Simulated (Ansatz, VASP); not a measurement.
## Cd in VASP and in Ansatz

Contents of INCAR:

```
SYSTEM = Cd
PREC = Accurate ; ENCUT = 520
EDIFF = 1E-6 ; ISMEAR = -1
SIGMA = 0.1 ; LREAL = .FALSE.
LASPH = .TRUE. ; NELM = 60
ALGO = Normal ; ISIF = 2
LWAVE = .FALSE. ; LCHARG = .FALSE.
GGA = PS ; NBANDS = 12
```

The input KPOINTS:

```
regular mesh
0
G
  14 14 14
  0 0 0
```

POSCAR

```
Cd
1.0
   -1.8148810893      1.8148810893      1.8148810893
    1.8148810893     -1.8148810893      1.8148810893
    1.8148810893      1.8148810893     -1.8148810893
Cd
1
Direct
    0.0000000000      0.0000000000      0.0000000000
```

Input for Ansatz:

```yaml
crystal:
  lattice:
    - [-1.8148810893, 1.8148810893, 1.8148810893]
    - [1.8148810893, -1.8148810893, 1.8148810893]
    - [1.8148810893, 1.8148810893, -1.8148810893]
  atoms:
    - { symbol: Cd, position: [0.0, 0.0, 0.0] }
hamiltonian:
  xc: pbesol
  pseudopotentials:
    kind: paw
    azcp:
      Cd: "pseudopotentials/Cd.paw.azcp"
basis:
  ecutwfc: 420
  fft_grid_basis: typed
kpoints:
  mp_grid: { grid: [14, 14, 14], shift: [0, 0, 0] }
magnetization:
  spin_polarized: false
scf:
  occupations: { method: fermi_dirac, width: 0.1 }
  lower_state_search: "off"
output:
  stress: true
  write_density: true
  write_potential: true
  elf: true
  volumetric_format: npy
```

Alike in both runs: task single point; functional PBEsol; k mesh 14 × 14 × 14; occupations fermi-dirac, width 0.1 eV; no spin polarisation.

|  | VASP | Ansatz |
| --- | --- | --- |
| version | VASP 6.6.1 | Ansatz 0.2.0 |
| potentials or method | VASP PAW PBE potentials, release 64 (Cd), cutoff 520 eV | plane waves (420 eV) with PAW, scalar-relativistic |
| valence electrons in the cell | 12 | 20 |

VASP gave:

```
pressure (GPa) : -4.1
```

Task: Estimate Ansatz's values.

Result: Pressure (GPa): -4.2.

VASP's potentials were made for PBE, not for PBEsol, and Ansatz warns of the same on its side. VASP's potentials hold 12 valence electrons a cell and Ansatz's 20, so a difference there can come from the potentials and not from the codes.
